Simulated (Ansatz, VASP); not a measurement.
**Two plane-wave programs on Sc4Ta**

```
Sc Ta
1.0
    -3.25328    3.25328    3.25328
     3.25328   -3.25328    3.25328
     3.25328    3.25328   -3.25328
Sc Ta
4 1
Cartesian
  1.6266 1.6266 -1.6266
  1.6266 -1.6266 1.6266
  -1.6266 1.6266 1.6266
  1.6266 1.6266 1.6266
  0.0000 0.0000 0.0000
```

Change from the starting cell: species swapped into the CrGa4 type (Im-3m, No. 229).

Alike in both runs: functional PBE; k mesh 4 × 4 × 4; occupations gaussian, width 0.1 eV; no spin polarisation.

Ansatz relaxed the structure, and its values are those at the end. VASP's run is a single point on that final structure, the one shown.

|  | VASP | Ansatz |
| --- | --- | --- |
| version | VASP 6.6.1 | Ansatz 0.2.0 |
| potentials or method | VASP PAW PBE potentials, release 64 (Sc_sv, Ta_pv), cutoff 520 eV | scalar-relativistic, plane waves, PAW |
| valence electrons in the cell | 55 | 57 |

Ansatz gave:

- gap on the k mesh at the Fermi level (eV): none
- pressure (GPa): 0.0

Problem. Which values does VASP return?

Solution. gap on the k mesh at the Fermi level (eV): none; pressure (GPa): 0.1.

A gap of «none» marks a metal or a gap that the smearing closes. VASP's potentials hold 55 valence electrons a cell and Ansatz's 57, so a difference there can come from the potentials and not from the codes.

Neither program's run includes spin-orbit coupling.
